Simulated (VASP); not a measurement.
Crystal: CaSe.

```
CELL_PARAMETERS angstrom
0.00000 3.30000 3.30000
3.30000 0.00000 3.30000
3.30000 3.30000 0.00000
ATOMIC_POSITIONS crystal
Ca 0.00000 0.00000 0.00000
Se 0.75000 0.75000 0.75000
```

| Property | Result |
| --- | --- |
| Program | VASP 6.6.1 |
| Task | relaxation of cell and atoms |
| Functional | PBEsol |
| Potentials or basis | VASP PAW PBE potentials, release 64 (Ca_sv, Se) |
| Cutoff | 600 eV |
| k mesh | 6 × 6 × 6 |
| Occupations | gaussian, width 0.01 eV |
| Spin | no spin polarisation |

At the start: pressure -1.3 GPa; volume 35.94 Å³/atom.

**Question.** How do energy, volume and symmetry change on relaxing?

**Answer.** Over 3 steps the energy falls by 6.0 meV/atom and the volume is 34.50 Å³/atom (-4.0 %); space group F-43m (No. 216, to 0.1 Å) before and after.

Step by step:
| step | energy change (eV) | largest force (eV/Å) | pressure (GPa) | volume (Å³) |
| --- | --- | --- | --- | --- |
| 1 | 0.0000 | 0.0000 | -1.30 | 71.87 |
| 2 | -0.0121 | 0.0000 | 0.07 | 68.87 |
| 3 | -0.0121 | 0.0000 | 0.01 | 69.00 |

Final structure:
```xyz
2
Lattice="0.0000 3.2555 3.2555 3.2555 0.0000 3.2555 3.2555 3.2555 0.0000" Properties=species:S:1:pos:R:3 pbc="T T T"
Ca    0.0000    0.0000    0.0000
Se    4.8832    4.8832    4.8832
```

Caveat: the PAW data sets were made with another functional, which shifts forces and pressure a little.
